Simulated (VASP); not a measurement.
# ZnO (I4/mmm) in VASP: single point with PBE

Aim: the single point of ZnO with PBE.

Everything below comes from runs of VASP 6.6.1. Logs are shortened: lines on timing, memory, paths and dates and some standing lists are left out, and cuts for length are marked.

### Step 1. The cell of the first run

It takes space group I4/mmm (No. 139, tetragonal). Conventional cell: a = 3.135 Å, b = 3.135 Å, c = 3.872 Å, α = 90.00°, β = 90.00°, γ = 90.00°. Within 2.6 Å of Zn (site symmetry 4/mmm) lie 6 O at 1.94 to 2.22 Å. Within 2.6 Å of O (site symmetry 4/mmm) lie 6 Zn at 1.94 to 2.22 Å.

### Step 2. Single point, PBE

INCAR

```
SYSTEM = ZnO
PREC = Accurate
ENCUT = 520
EDIFF = 1E-7
ISMEAR = 0
SIGMA = 0.02
LREAL = .FALSE.
LASPH = .TRUE.
NELM = 60
ALGO = Normal
ISIF = 2
LWAVE = .FALSE.
LCHARG = .FALSE.
GGA = PE
NBANDS = 46
```

KPOINTS

```
Automatic mesh
0
G
  1 1 2
  0 0 0
```

POSCAR

```
ZnO
1.0
    4.4329429812      0.0000000000      0.0000000000
    0.0000000000      4.4329429812      0.0000000000
    0.0000000000      0.0000000000      3.8717194252
Zn O
4 4
Direct
    0.2500005858      0.2500005858      0.5000000000
    0.7499994142      0.7499994142      0.5000000000
    0.7500005858      0.2499994142      0.0000000000
    0.2499994142      0.7500005858      0.0000000000
    0.7499991940      0.2500008060      0.5000000000
    0.2500008060      0.7499991940      0.5000000000
    0.7500008060      0.7500008060      0.0000000000
    0.2499991940      0.2499991940      0.0000000000
```

Potentials or basis: VASP PAW PBE potentials, release 64 (Zn, O).

On the command line:

```
> cat potpaw_PBE.64/Zn/POTCAR potpaw_PBE.64/O/POTCAR > POTCAR
> mpirun -np 1 vasp_std > vasp.out
```

OUTCAR:

```text
SYSTEM = ZnO
   PREC = Accurate
   ENCUT = 520
   EDIFF = 1E-7
   ISMEAR = 0
   LREAL = .FALSE.
   LASPH = .TRUE.
   NELM = 60
   ISIF = 2
   GGA = PE

 ion  position               nearest neighbor table
   1  0.250  0.250  0.500-   8 1.94   8 1.94   5 2.22   6 2.22   6 2.22   5 2.22   4 2.94   4 2.94
                             4 2.94   3 2.94   4 2.94   3 2.94   3 2.94   3 2.94
   2  0.750  0.750  0.500-   7 1.94   7 1.94   5 2.22   6 2.22   6 2.22   5 2.22   3 2.94   3 2.94
                             4 2.94   4 2.94   3 2.94   3 2.94   4 2.94   4 2.94
   3  0.750  0.250  0.000-   5 1.94   5 1.94   8 2.22   7 2.22   7 2.22   8 2.22   1 2.94   2 2.94
                             2 2.94   2 2.94   2 2.94   1 2.94   1 2.94   1 2.94
   4  0.250  0.750  0.000-   6 1.94   6 1.94   8 2.22   7 2.22   7 2.22   8 2.22   1 2.94   2 2.94
                             2 2.94   1 2.94   1 2.94   1 2.94   2 2.94   2 2.94
   5  0.750  0.250  0.500-   3 1.94   3 1.94   1 2.22   2 2.22   1 2.22   2 2.22
   6  0.250  0.750  0.500-   4 1.94   4 1.94   1 2.22   2 2.22   1 2.22   2 2.22
   7  0.750  0.750  0.000-   2 1.94   2 1.94   4 2.22   3 2.22   3 2.22   4 2.22
   8  0.250  0.250  0.000-   1 1.94   1 1.94   4 2.22   3 2.22   3 2.22   4 2.22

  LATTYP: Found a simple tetragonal cell.
 ALAT       =     4.4329429812
 C/A-ratio  =     0.8733970731

  Lattice vectors:

 A1 = (   4.4329429812,   0.0000000000,   0.0000000000)
 A2 = (   0.0000000000,   4.4329429812,   0.0000000000)
 A3 = (   0.0000000000,   0.0000000000,   3.8717194252)

Analysis of symmetry for initial positions (statically):
=====================================================================
 Subroutine PRICEL returns following result:

  LATTYP: Found a body centered tetragonal cell.
 ALAT       =     3.1345677151
 C/A-ratio  =     1.2351685391

  Lattice vectors:

 A1 = (   2.2164714906,   0.0000000000,  -1.9358597126)
 A2 = (  -2.2164714906,   0.0000000000,  -1.9358597126)
 A3 = (   0.0000051936,   2.2164714906,   1.9358597126)

   4 primitive cells build up your supercell.

 Routine SETGRP: Setting up the symmetry group for a
 simple tetragonal supercell.

 Subroutine GETGRP returns: Found 16 space group operations
 (whereof  8 operations were pure point group operations)
 out of a pool of 16 trial point group operations.

The static configuration has the point symmetry D_2h.
 The point group associated with its full space group is D_4h.

Analysis of symmetry for dynamics (positions and initial velocities):
[... 114 lines left out ...]
   EFERMI =   0.00;   METHOD = LEGACY
   ISMEAR =     0;   SIGMA  =   0.02  broadening in eV -4-tet -1-fermi 0-gaus
   EFERMI_NEDOS =   21; number of points for ismear=-14 and -15
   IALGO  =     38    algorithm
   IMIX   =      4    mixing-type and parameters
     AMIX     =   0.40;   BMIX     =  1.00
     AMIX_MAG =   1.60;   BMIX_MAG =  1.00
  volume/ion in A,a.u.               =       9.51        64.18
  Fermi-wavevector in a.u.,A,eV,Ry     =   1.607273  3.037305 35.148284  2.583326
  Thomas-Fermi vector in A             =   2.703328
   LORBIT       =      0    0 simple, 1 ext, 2 COOP (PROOUT), +10 PAW based schemes
   GGA     = PE    functional components
   LHFCALC =     F    Hartree Fock is set to
   AEXX    =    0.0000 exact exchange contribution
   IVDW    =     0    specifies the selected vdW correction
   LEPSILON=     F    determine dielectric tensor
   LRPA    =     F    only Hartree local field effects (RPA)
 non-spin polarized calculation
 Gauss-broadening in eV      SIGMA  =   0.02
  energy-cutoff  :      520.00
  volume of cell :       76.08
 maximum number of plane-waves:      2043
 NGX is ok and might be reduce to    36
   NGX = 17   NGY = 17   NGZ = 15

 number of electron      71.9999989 magnetization

 Free energy of the ion-electron system (eV)
  ---------------------------------------------------
  ext. energy  EPLUGINS =         0.00000000
  ---------------------------------------------------
  free energy    TOTEN  =       -36.11085991 eV

  energy without entropy =      -36.11085991  energy(sigma->0) =      -36.11085991

 E-fermi :   1.9475     XC(G=0): -12.4654

 val. band max:        1.7761612095   @ k =   0.0000   0.0000   0.0000
 cond. band min:       4.2318693996   @ k =   0.0000   0.0000   0.0000
 fundamental gap:      2.4557081900
 Fermi energy:         1.9474637972

 k-point     1 :       0.0000    0.0000    0.0000
  band No.  band energies     occupation
      1     -15.9735      2.00000
      2     -14.5734      2.00000
      3     -14.5734      2.00000
      4     -14.2404      2.00000
      5      -2.8791      2.00000
      6      -2.8791      2.00000
[... 38 lines left out ...]
     45      15.0724      0.00000
     46      15.1482      0.00000

 k-point     2 :       0.0000    0.0000    0.5000
  band No.  band energies     occupation
      1     -14.9459      2.00000
      2     -14.9459      2.00000
      3     -14.3110      2.00000
      4     -14.3110      2.00000
      5      -4.1354      2.00000
      6      -4.1354      2.00000
[... 38 lines left out ...]
     45      15.2341      0.00000
     46      15.2341      0.00000

------------------------ aborting loop because EDIFF is reached ----------------------------------------

  FORCE on cell =-STRESS in cart. coord.  units (eV):
  Direction    XX          YY          ZZ          XY          YZ          ZX
  --------------------------------------------------------------------------------------
  -------------------------------------------------------------------------------------
  Total        0.6013458      0.6013458      1.4489590      0.0000000      0.0000000      0.0000000
  in kB       12.6632936     12.6632936     30.5125498      0.0000000      0.0000000      0.0000000
  external PRESSURE =      18.6130457 kB  Pullay stress =       0.0000000 kB

 VOLUME and BASIS-vectors are now :
 -----------------------------------------------------------------------------
  energy-cutoff  :      520.00
  volume of cell :       76.08
      direct lattice vectors                 reciprocal lattice vectors
     4.432942981  0.000000000  0.000000000     0.225583772  0.000000000  0.000000000
     0.000000000  4.432942981  0.000000000     0.000000000  0.225583772  0.000000000
     0.000000000  0.000000000  3.871719425     0.000000000  0.000000000  0.258283179

 POSITION                                       TOTAL-FORCE (eV/Angst)
 -----------------------------------------------------------------------------------
      1.10824      1.10824      1.93586         0.000000     -0.000000      0.000000
      3.32470      3.32470      1.93586        -0.000000      0.000000      0.000000
      3.32471      1.10823      0.00000        -0.000000     -0.000000     -0.000000
      1.10823      3.32471      0.00000        -0.000000      0.000000     -0.000000
      3.32470      1.10824      1.93586         0.000000      0.000000     -0.000000
      1.10824      3.32470      1.93586        -0.000000      0.000000      0.000000
      3.32471      3.32471      0.00000        -0.000000      0.000000      0.000000
      1.10823      1.10823      0.00000         0.000000      0.000000      0.000000
 -----------------------------------------------------------------------------------
    total drift:                               -0.000973      0.000973      0.000000

  FREE ENERGIE OF THE ION-ELECTRON SYSTEM (eV)
  ---------------------------------------------------
  free  energy   TOTEN  =       -36.1108599140 eV

  energy  without entropy=      -36.1108599140  energy(sigma->0) =      -36.11085991
```

stdout:

```text
POSCAR found type information on POSCAR ZnO
 POSCAR found :  2 types and       8 ions
 scaLAPACK will be used
 LDA part: xc-table for (Slater+PW92), standard interpolation
 POSCAR, INCAR and KPOINTS ok, starting setup
 FFT: planning ... GRIDC
 FFT: planning ... GRID_SOFT
 FFT: planning ... GRID
 WAVECAR not read
 entering main loop
```

It took 7 s on 1 thread of Intel Xeon 6975P-C (Granite Rapids), shared host; peak memory 0.18 GiB.

What came out:

- Free energy: -36.1109 eV
- Pressure: 1.9 GPa
- Band gap on the k mesh: 2.46 eV

Caveat: the k points lie up to 1.42 Å⁻¹ apart.
